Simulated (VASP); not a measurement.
# CdS (F-43m) in VASP: notebook

The runs below take CdS through single point, with r2SCAN, PBE.

Program: VASP 6.6.1. These are calculated values, not measurements. Logs are shortened: lines on timing, memory, paths and dates and some standing lists are left out, and cuts for length are marked.

### Step 1. The cell of the first run

Symmetry: F-43m, No. 216, cubic system. The conventional cell has a = 5.820 Å, b = 5.820 Å, c = 5.820 Å, α = 90.00°, β = 90.00°, γ = 90.00°. Within 3.3 Å of Cd (site symmetry -43m) lie 4 S at 2.52 Å. Within 3.3 Å of S (site symmetry -43m) lie 4 Cd at 2.52 Å.

### Step 2. Single point, r2SCAN, non-collinear spin, zero start, spin-orbit coupling (strain -1.0%)

File POSCAR:

```
CdS
1.0
    0.0000000000      2.9098226946      2.9098226946
    2.9098226946      0.0000000000      2.9098226946
    2.9098226946      2.9098226946      0.0000000000
Cd S
1 1
Direct
    0.0000000000      0.0000000000      0.0000000000
    0.2500000000      0.2500000000      0.2500000000
```

File INCAR.step1:

```
SYSTEM = CdS
ALGO = Normal
EDIFF = 1E-4
ENCUT = 520
GGA = PE
GGA_COMPAT = .False.
ISMEAR = -1
LASPH = .True.
LCHARG = .False.
LREAL = .False.
LSORBIT = .True.
LWAVE = .True.
MAGMOM = 0 0 0 0 0 0
NBANDS = 30
NELM = 150
PREC = Accurate
SIGMA = 0.02
```

File INCAR.step2:

```
SYSTEM = CdS
ALGO = Normal
EDIFF = 1E-6
ENCUT = 520
GGA_COMPAT = .False.
ISIF = 2
ISMEAR = -1
ISTART = 1
LASPH = .True.
LCHARG = .True.
LMIXTAU = .True.
LORBIT = 11
LORBMOM = .True.
LREAL = .False.
LSORBIT = .True.
LVHAR = .True.
LWAVE = .False.
MAGMOM = 0 0 0 0 0 0
METAGGA = R2SCAN
NBANDS = 30
NELM = 150
PREC = Accurate
SIGMA = 0.02
```

File KPOINTS:

```
k-points
0
Gamma
  8 8 8
  0 0 0
```

Potentials or basis: VASP PAW PBE potentials, release 64 (Cd, S).

Launch:

```sh
cat potpaw_PBE.64/Cd/POTCAR potpaw_PBE.64/S/POTCAR > POTCAR
cp INCAR.step1 INCAR
mpirun -np 1 vasp_ncl > vasp.out
cp INCAR.step2 INCAR
mpirun -np 1 vasp_ncl > vasp.out
```

OUTCAR:

```text
SYSTEM = CdS
   EDIFF = 1E-6
   ENCUT = 520
   ISIF = 2
   ISMEAR = -1
   ISTART = 1
   LASPH = .True.
   LORBIT = 11
   LREAL = .False.
   LSORBIT = .True.
   METAGGA = R2SCAN
   NELM = 150
   PREC = Accurate

 ion  position               nearest neighbor table
   1  0.000  0.000  0.000-   2 2.52   2 2.52   2 2.52   2 2.52
   2  0.250  0.250  0.250-   1 2.52   1 2.52   1 2.52   1 2.52

  LATTYP: Found a face centered cubic cell.
 ALAT       =     5.8196453892

  Lattice vectors:

 A1 = (   0.0000000000,   2.9098226946,   2.9098226946)
 A2 = (   2.9098226946,   0.0000000000,   2.9098226946)
 A3 = (   2.9098226946,   2.9098226946,   0.0000000000)

Analysis of symmetry for initial positions (statically):
=====================================================================
 Subroutine PRICEL returns:
 Original cell was already a primitive cell.

 Routine SETGRP: Setting up the symmetry group for a
 face centered cubic supercell.

 Subroutine GETGRP returns: Found 24 space group operations
 (whereof 24 operations were pure point group operations)
 out of a pool of 48 trial point group operations.

The static configuration has the point symmetry T_d .

Analysis of symmetry for dynamics (positions and initial velocities):
=====================================================================
 Subroutine PRICEL returns:
 Original cell was already a primitive cell.

 Routine SETGRP: Setting up the symmetry group for a
 face centered cubic supercell.

 Subroutine GETGRP returns: Found 24 space group operations
 (whereof 24 operations were pure point group operations)
 out of a pool of 48 trial point group operations.

The dynamic configuration has the point symmetry T_d .

Analysis of structural, dynamic, and magnetic symmetry:
=====================================================================
 Subroutine PRICEL returns:
 Original cell was already a primitive cell.

 Routine SETGRP: Setting up the symmetry group for a
 face centered cubic supercell.

 Subroutine GETGRP returns: Found 24 space group operations
 (whereof 24 operations were pure point group operations)
 out of a pool of 48 trial point group operations.

The overall configuration has the point symmetry T_d .

 Subroutine INISYM returns: Found 24 space group operations
 (whereof 24 operations are pure point group operations),
 and found     1 'primitive' translations

----------------------------------------------------------------------------------------

                                     Primitive cell

  volume of cell :      49.2753

  direct lattice vectors                    reciprocal lattice vectors
     0.000000000  2.909822695  2.909822695    -0.171831775  0.171831775  0.171831775
     2.909822695  0.000000000  2.909822695     0.171831775 -0.171831775  0.171831775
     2.909822695  2.909822695  0.000000000     0.171831775  0.171831775 -0.171831775

  length of vectors
     4.115110719  4.115110719  4.115110719     0.297621366  0.297621366  0.297621366

  position of ions in fractional coordinates (direct lattice)
     0.000000000  0.000000000  0.000000000
     0.250000000  0.250000000  0.250000000

  ion indices of the primitive-cell ions
   primitive index   ion index
                 1           1
                 2           2

----------------------------------------------------------------------------------------

 KPOINTS: k-points

Automatic generation of k-mesh.
 Grid dimensions read from file:
 generate k-points for:    8    8    8

 Generating k-lattice:

  Cartesian coordinates                     Fractional coordinates (reciprocal lattice)
    -0.021478972  0.021478972  0.021478972     0.125000000  0.000000000  0.000000000
     0.021478972 -0.021478972  0.021478972     0.000000000  0.125000000  0.000000000
     0.021478972  0.021478972 -0.021478972     0.000000000  0.000000000  0.125000000

  Length of vectors
     0.037202671  0.037202671  0.037202671

  Shift w.r.t. Gamma in fractional coordinates (k-lattice)
     0.000000000  0.000000000  0.000000000
[... 94 lines left out ...]

 Free energy of the ion-electron system (eV)
  ---------------------------------------------------
  ext. energy  EPLUGINS =         0.00000000
  ---------------------------------------------------
  free energy    TOTEN  =       -29.70213413 eV

  energy without entropy =      -29.70213413  energy(sigma->0) =      -29.70213413

 E-fermi :   1.5251     XC(G=0):  -9.7687

 val. band max:        1.1230778432   @ k =   0.0000   0.0000   0.0000
 cond. band min:       2.7182211674   @ k =   0.0000   0.0000   0.0000
 fundamental gap:      1.5951433242
 Fermi energy:         1.5250924403

 k-point     1 :       0.0000    0.0000    0.0000
  band No.  band energies     occupation
      1     -11.8120      1.00000
      2     -11.8120      1.00000
      3      -7.1399      1.00000
      4      -7.1399      1.00000
      5      -7.1399      1.00000
      6      -7.1399      1.00000
[... 781 lines left out ...]
[... 10 lines left out ...]
  -------------------------------------------------------------------------------------
  Total        0.6917492      0.6917492      0.6917492      0.0000000      0.0000000     -0.0000000
  in kB       22.4920837     22.4920837     22.4920837      0.0000000      0.0000000     -0.0000000
  external PRESSURE =      22.4920837 kB  Pullay stress =       0.0000000 kB

 VOLUME and BASIS-vectors are now :
 -----------------------------------------------------------------------------
  energy-cutoff  :      520.00
  volume of cell :       49.28
      direct lattice vectors                 reciprocal lattice vectors
     0.000000000  2.909822695  2.909822695    -0.171831775  0.171831775  0.171831775
     2.909822695  0.000000000  2.909822695     0.171831775 -0.171831775  0.171831775
     2.909822695  2.909822695  0.000000000     0.171831775  0.171831775 -0.171831775

 POSITION                                       TOTAL-FORCE (eV/Angst)
 -----------------------------------------------------------------------------------
      0.00000      0.00000      0.00000        -0.000000     -0.000000     -0.000000
      1.45491      1.45491      1.45491         0.000000      0.000000      0.000000
 -----------------------------------------------------------------------------------
    total drift:                                0.000000      0.000000      0.000000

  FREE ENERGIE OF THE ION-ELECTRON SYSTEM (eV)
  ---------------------------------------------------
  free  energy   TOTEN  =       -29.7021341350 eV

  energy  without entropy=      -29.7021341350  energy(sigma->0) =      -29.70213413

 orbital moment (x)

 # of ion     p       d       tot
 ----------------------------------------
  1         0.000   0.000   0.000
  2         0.000   0.000   0.000
 ----------------------------------------
            0.000   0.000   0.000

 orbital moment (y)

 # of ion     p       d       tot
 ----------------------------------------
  1         0.000   0.000   0.000
  2        -0.000   0.000  -0.000
 ----------------------------------------
            0.000   0.000   0.000

 orbital moment (z)

 # of ion     p       d       tot
 ----------------------------------------
  1         0.000   0.000   0.000
  2         0.000   0.000   0.000
 ----------------------------------------
            0.000   0.000   0.000

 Spin-Orbit-Coupling matrix elements

 Ion:    1  E_soc:     -0.0546752
 l=   1
     0.0000000    -0.0022805    -0.0022805
    -0.0022805     0.0000000    -0.0022805
    -0.0022805    -0.0022805     0.0000000
 l=   2
     0.0000000    -0.0013974     0.0000000    -0.0013974    -0.0054346
    -0.0013974     0.0000000    -0.0040760    -0.0013974    -0.0013587
     0.0000000    -0.0040760     0.0000000    -0.0040760     0.0000000
    -0.0013974    -0.0013974    -0.0040760     0.0000000    -0.0013587
    -0.0054346    -0.0013587     0.0000000    -0.0013587     0.0000000
 l=   3
     0.0000000     0.0000000     0.0000000     0.0000000     0.0000000     0.0000000     0.0000000
     0.0000000     0.0000000     0.0000000     0.0000000     0.0000000     0.0000000     0.0000000
     0.0000000     0.0000000     0.0000000     0.0000000     0.0000000     0.0000000     0.0000000
     0.0000000     0.0000000     0.0000000     0.0000000     0.0000000     0.0000000     0.0000000
     0.0000000     0.0000000     0.0000000     0.0000000     0.0000000     0.0000000     0.0000000
     0.0000000     0.0000000     0.0000000     0.0000000     0.0000000     0.0000000     0.0000000
     0.0000000     0.0000000     0.0000000     0.0000000     0.0000000     0.0000000     0.0000000

 Ion:    2  E_soc:     -0.0019530
 l=   1
     0.0000000    -0.0003255    -0.0003255
    -0.0003255     0.0000000    -0.0003255
    -0.0003255    -0.0003255     0.0000000
 l=   2
     0.0000000     0.0000000     0.0000000     0.0000000     0.0000000
     0.0000000     0.0000000     0.0000000     0.0000000     0.0000000
     0.0000000     0.0000000     0.0000000     0.0000000     0.0000000
     0.0000000     0.0000000     0.0000000     0.0000000     0.0000000
     0.0000000     0.0000000     0.0000000     0.0000000     0.0000000
 l=   3
     0.0000000     0.0000000     0.0000000     0.0000000     0.0000000     0.0000000     0.0000000
     0.0000000     0.0000000     0.0000000     0.0000000     0.0000000     0.0000000     0.0000000
     0.0000000     0.0000000     0.0000000     0.0000000     0.0000000     0.0000000     0.0000000
     0.0000000     0.0000000     0.0000000     0.0000000     0.0000000     0.0000000     0.0000000
     0.0000000     0.0000000     0.0000000     0.0000000     0.0000000     0.0000000     0.0000000
     0.0000000     0.0000000     0.0000000     0.0000000     0.0000000     0.0000000     0.0000000
     0.0000000     0.0000000     0.0000000     0.0000000     0.0000000     0.0000000     0.0000000

 total charge

# of ion       s       p       d       tot
------------------------------------------
    1        0.408   0.326   9.581  10.316
    2        1.310   2.436   0.000   3.747
--------------------------------------------------
tot          1.719   2.763   9.581  14.063

 magnetization (x)

# of ion       s       p       d       tot
------------------------------------------
    1       -0.000  -0.000   0.000   0.000
    2       -0.000  -0.000   0.000  -0.000
--------------------------------------------------
tot         -0.000  -0.000   0.000  -0.000

 magnetization (y)

# of ion       s       p       d       tot
------------------------------------------
    1        0.000   0.000   0.000   0.000
    2       -0.000  -0.000   0.000  -0.000
--------------------------------------------------
tot         -0.000  -0.000   0.000  -0.000

 magnetization (z)

# of ion       s       p       d       tot
------------------------------------------
    1       -0.000  -0.000   0.000  -0.000
    2        0.000   0.000   0.000   0.000
--------------------------------------------------
tot          0.000   0.000   0.000   0.000
```

Wall time 3.3 min (1 thread of Intel Xeon 6975P-C (Granite Rapids), shared host); peak memory 0.41 GiB.

Results:

| Property | Result |
| --- | --- |
| Free energy | -29.7021 eV |
| Pressure | 2.2 GPa |
| Net moment | 0.00 μB per cell |
| Valence electrons inside the program's atomic spheres | Cd 10.32; S 3.75 |

Moments on the atoms (μB; x, y, z):
```
Cd  0.00 0.00 0.00
S   0.00 0.00 0.00
```

Caveat: the cell differs from its parent crystal (strain -1.0%); the PAW data sets were made with another functional, which shifts forces and pressure a little.

### Step 3. Single point, r2SCAN, non-collinear spin, zero start, spin-orbit coupling

This run uses another cell than the first one, of 25.39 Å³/atom.

File POSCAR:

```
CdS
1.0
    0.0000000000      2.9392148430      2.9392148430
    2.9392148430      0.0000000000      2.9392148430
    2.9392148430      2.9392148430      0.0000000000
Cd S
1 1
Direct
    0.0000000000      0.0000000000      0.0000000000
    0.2500000000      0.2500000000      0.2500000000
```

File INCAR.step1:

```
SYSTEM = CdS
  PREC = Accurate
  ENCUT = 520
  ISMEAR = -1
  SIGMA = 0.02
  LREAL = .False.
  LASPH = .True.
  NELM = 150
  LNONCOLLINEAR = .True.
  MAGMOM = 0 0 0 0 0 0
  LSORBIT = .True.
  GGA_COMPAT = .False.
  NBANDS = 30
  GGA = PE
  ALGO = Normal
  EDIFF = 1E-4
  LWAVE = .True.
  LCHARG = .False.
```

File INCAR.step2:

```
SYSTEM = CdS
  PREC = Accurate
  ENCUT = 520
  EDIFF = 1E-6
  ISMEAR = -1
  SIGMA = 0.02
  LREAL = .False.
  LASPH = .True.
  NELM = 150
  ALGO = Normal
  ISIF = 2
  LWAVE = .False.
  LCHARG = .False.
  LNONCOLLINEAR = .True.
  MAGMOM = 0 0 0 0 0 0
  LORBIT = 11
  LSORBIT = .True.
  GGA_COMPAT = .False.
  LORBMOM = .True.
  METAGGA = R2SCAN
  LMIXTAU = .True.
  NBANDS = 30
  ISTART = 1
```

File KPOINTS:

```
Automatic mesh
0
Gamma
  8 8 8
  0 0 0
```

Potentials or basis: VASP PAW PBE potentials, release 64 (Cd, S).

Launch:

```sh
cat potpaw_PBE.64/Cd/POTCAR potpaw_PBE.64/S/POTCAR > POTCAR
cp INCAR.step1 INCAR
mpirun -np 1 vasp_ncl > vasp.out
cp INCAR.step2 INCAR
mpirun -np 1 vasp_ncl > vasp.out
```

Run time: 3.5 min. Hardware: 1 thread of Intel Xeon 6975P-C (Granite Rapids), shared host; peak memory 0.41 GiB.

It converged, with:

```
Free energy                                           : -29.7138 eV
Pressure                                              : 0.3 GPa
Net moment                                            : 0.00 μB per cell
Valence electrons inside the program's atomic spheres : Cd 10.29; S 3.73
```

Moments on the atoms (μB; x, y, z):
```
Cd  0.00 0.00 0.00
S   0.00 0.00 0.00
```

Caveat: the PAW data sets were made with another functional, which shifts forces and pressure a little.

### Step 4. Single point, PBE (strain +2.0%)

File INCAR:

```
SYSTEM = CdS
PREC = Accurate ; ENCUT = 500
EDIFF = 1E-6 ; ISMEAR = 0
SIGMA = 0.01 ; LREAL = .False.
LASPH = .True. ; NELM = 120
ALGO = Normal ; ISIF = 2
LWAVE = .False. ; LCHARG = .False.
GGA = PE ; NBANDS = 16
GGA_COMPAT = .False.
```

File KPOINTS:

```
Automatic mesh
0
Gamma
  4 4 4
  0 0 0
```

File POSCAR:

```
CdS
1.0
    0.0000000000      2.9979991399      2.9979991399
    2.9979991399      0.0000000000      2.9979991399
    2.9979991399      2.9979991399      0.0000000000
Cd S
1 1
Direct
    0.0000000000      0.0000000000      0.0000000000
    0.2500000000      0.2500000000      0.2500000000
```

Launch:

```sh
cat potpaw_PBE.64/Cd/POTCAR potpaw_PBE.64/S/POTCAR > POTCAR
mpirun -np 1 vasp_std > vasp.out
```

Run time: 6.7 s. Hardware: 1 thread of Intel Xeon Platinum 8259CL at 2.50GHz (Skylake/Cascade Lake), shared host; peak memory 0.17 GiB.

The run converged. Its results:

- Free energy: -6.1106 eV
- Pressure: -1.4 GPa
- Band gap on the k mesh: 0.95 eV

Levels at points of the mesh, in eV from the valence-band top:
```
           k point  band 6  band 7  band 8  band 9  band 10  band 11  band 12  band 13
(0.00, 0.00, 0.00)   -7.12    0.00    0.00    0.00     0.95     6.53     6.53     6.53
(0.50, 0.00, 0.00)   -6.80   -3.94   -0.64   -0.64     2.86     6.98     6.98     7.21
(0.50, 0.50, 0.00)   -6.75   -3.61   -1.61   -1.61     3.67     4.21     8.90    10.27
```

Caveat: the k points lie up to 0.45 Å⁻¹ apart; the cell differs from its parent crystal (strain +2.0%).

### Step 5. Single point, PBE (strain +3.0%)

File INCAR:

```
SYSTEM = CdS
ALGO = Normal ; EDIFF = 1E-6
ENCUT = 500 ; GGA = PE
GGA_COMPAT = .FALSE. ; ISIF = 2
ISMEAR = 0 ; LASPH = .TRUE.
LCHARG = .FALSE. ; LREAL = .FALSE.
LWAVE = .FALSE. ; NBANDS = 16
NELM = 120 ; PREC = Accurate
SIGMA = 0.01
```

File KPOINTS:

```
k-points
0
G
  4 4 4
  0 0 0
```

File POSCAR:

```
CdS
1.0
    0.0000000000      3.0273912883      3.0273912883
    3.0273912883      0.0000000000      3.0273912883
    3.0273912883      3.0273912883      0.0000000000
Cd S
1 1
Direct
    0.0000000000      0.0000000000      0.0000000000
    0.2500000000      0.2500000000      0.2500000000
```

Launch:

```sh
cat potpaw_PBE.64/Cd/POTCAR potpaw_PBE.64/S/POTCAR > POTCAR
mpirun -np 1 vasp_std > vasp.out
```

Run time: 7.2 s. Hardware: 1 thread of Intel Xeon Platinum 8259CL at 2.50GHz (Skylake/Cascade Lake), shared host; peak memory 0.17 GiB.

The run converged. Its results:

| Quantity | Value |
| --- | --- |
| Free energy | -6.0906 eV |
| Pressure | -2.6 GPa |
| Band gap on the k mesh | 0.88 eV |

Levels at points of the mesh, in eV from the valence-band top:
```csv
k point,band 5,band 6,band 7,band 8,band 9,band 10,band 11,band 12,band 13,band 14
"(0.00, 0.00, 0.00)",-7.08,-7.08,0.00,0.00,0.00,0.88,6.52,6.52,6.52,10.81
"(0.50, 0.00, 0.00)",-7.05,-6.79,-3.78,-0.61,-0.61,2.81,6.96,6.96,7.11,10.74
"(0.50, 0.50, 0.00)",-7.02,-6.73,-3.50,-1.52,-1.52,3.71,4.15,8.79,10.10,10.10
```

Caveat: the k points lie up to 0.45 Å⁻¹ apart; the cell differs from its parent crystal (strain +3.0%).

### Step 6. Single point, PBE (strain +4.0%)

File INCAR:

```
SYSTEM = CdS
ALGO     = Normal         ! electronic algorithm
EDIFF    = 1E-6           ! SCF threshold, eV
ENCUT    = 500            ! plane-wave cutoff, eV
GGA      = PE             ! functional
GGA_COMPAT= .False.      
ISIF     = 2              ! what is computed and relaxed
ISMEAR   = 0              ! smearing method
LASPH    = .True.         ! aspherical terms in the spheres
LCHARG   = .False.        ! write CHGCAR
LREAL    = .False.        ! projectors in reciprocal space
LWAVE    = .False.        ! write WAVECAR
NBANDS   = 16             ! bands
NELM     = 120            ! most SCF steps
PREC     = Accurate       ! precision mode
SIGMA    = 0.01           ! smearing width, eV
```

File KPOINTS:

```
k-points
0
Gamma
  4 4 4
  0 0 0
```

File POSCAR:

```
CdS
1.0
    0.0000000000      3.0567834368      3.0567834368
    3.0567834368      0.0000000000      3.0567834368
    3.0567834368      3.0567834368      0.0000000000
Cd S
1 1
Direct
    0.0000000000      0.0000000000      0.0000000000
    0.2500000000      0.2500000000      0.2500000000
```

Potentials or basis: VASP PAW PBE potentials, release 64 (Cd, S).

Launch:

```sh
cat potpaw_PBE.64/Cd/POTCAR potpaw_PBE.64/S/POTCAR > POTCAR
mpirun -np 1 vasp_std > vasp.out
```

Run time: 7.2 s. Hardware: 1 thread of Intel Xeon Platinum 8259CL at 2.50GHz (Skylake/Cascade Lake), shared host; peak memory 0.17 GiB.

The run converged. Its results:

```
Free energy            : -6.0583 eV
Pressure               : -3.7 GPa
Band gap on the k mesh : 0.82 eV
```

Levels at points of the mesh, in eV from the valence-band top:
```
           k point  band 7  band 8  band 9  band 10  band 11  band 12
(0.00, 0.00, 0.00)    0.00    0.00    0.00     0.82     6.51     6.51
(0.50, 0.00, 0.00)   -3.64   -0.57   -0.57     2.75     6.94     6.94
(0.50, 0.50, 0.00)   -3.38   -1.44   -1.44     3.74     4.08     8.69
```

Caveat: the k points lie up to 0.45 Å⁻¹ apart; the cell differs from its parent crystal (strain +4.0%).

### Step 7. Summary

| level | spin | cell | k mesh | cutoff (eV) | smearing | gap on the mesh (eV) | pressure (GPa) | moment (μB) |
| --- | --- | --- | --- | --- | --- | --- | --- | --- |
| r2SCAN | non-collinear, zero start, SOC | a = 4.115 Å, angles 60.0°, 2 atoms | 8 × 8 × 8 | 520 | fermi-dirac 0.02 eV | - | 2.2 | 0.00 |
| r2SCAN | non-collinear, zero start, SOC | a = 4.157 Å, angles 60.0°, 2 atoms | 8 × 8 × 8 | 520 | fermi-dirac 0.02 eV | - | 0.3 | 0.00 |
| PBE | off | a = 4.240 Å, angles 60.0°, 2 atoms | 4 × 4 × 4 | 500 | gaussian 0.01 eV | 0.95 | -1.4 | - |
| PBE | off | a = 4.281 Å, angles 60.0°, 2 atoms | 4 × 4 × 4 | 500 | gaussian 0.01 eV | 0.88 | -2.6 | - |
| PBE | off | a = 4.323 Å, angles 60.0°, 2 atoms | 4 × 4 × 4 | 500 | gaussian 0.01 eV | 0.82 | -3.7 | - |

Alike in all rows: task single point; potentials or basis VASP PAW PBE potentials, release 64 (Cd, S).

Caveats: some runs use coarse meshes; the PAW data sets were made with another functional, which shifts forces and pressure a little (at least some runs).

Total energies depend on the potentials used, so only differences within one code and one set of settings carry meaning.
